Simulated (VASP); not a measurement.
Input of a VASP 6.6.1 run:

INCAR

```
  PREC = Accurate
  ENCUT = 600
  EDIFF = 1E-6
  ISMEAR = -1
  SIGMA = 0.03
  LREAL = F
  LASPH = T
  NELM = 100
  ALGO = Normal
  ISIF = 3
  LWAVE = F
  LCHARG = F
  GGA = PS
  IBRION = 2
  NSW = 100
  EDIFFG = -0.01
```

Contents of KPOINTS:

```
Automatic mesh
0
Gamma
  4 4 2
```

POSCAR

```
CaScBr5
1.0
    5.0853117800      0.0000000000      0.0000000000
    0.0000000000      5.0853117800      0.0000000000
    0.0000000000      0.0000000000      9.0031485000
Ca Sc Br
1 1 5
Direct
    0.5000000000      0.5000000000      0.0000000000
    0.0000000000      0.0000000000      0.5000000000
    0.0000000000      0.5000000000      0.2963546500
    0.0000000000      0.5000000000      0.7036453500
    0.5000000000      0.0000000000      0.2963546500
    0.5000000000      0.0000000000      0.7036453500
    0.0000000000      0.0000000000      0.0000000000
```

Potentials or basis: VASP PAW PBE potentials, release 64 (Ca_sv, Sc_sv, Br).

Run with:

```console
$ cat potpaw_PBE.64/Ca_sv/POTCAR potpaw_PBE.64/Sc_sv/POTCAR potpaw_PBE.64/Br/POTCAR > POTCAR
$ mpirun -np 1 vasp_std > vasp.out
```

Problem. What does it give for the relaxed volume?

Solution. 25.55 Å³/atom.

Problem. Predict the band gap on the k mesh.

Solution. 1.00 eV (least direct gap 1.29 eV).

Problem. Predict the space group after relaxing (to 0.1 Å).

Solution. P4/mmm (No. 123).

Forces in eV/Å, atoms in the order of the input:
```
Ca   0.000  0.000  0.000
Sc   0.000  0.000  0.000
Br   0.000  0.000  0.004
Br   0.000  0.000 -0.004
Br   0.000  0.000  0.004
Br   0.000  0.000 -0.004
Br   0.000  0.000  0.000
```

Caveat: the volume moved by over 15 % at a fixed basis, so the end points are rough; the PAW data sets were made with another functional, which shifts forces and pressure a little. A k mesh can miss the band edges.
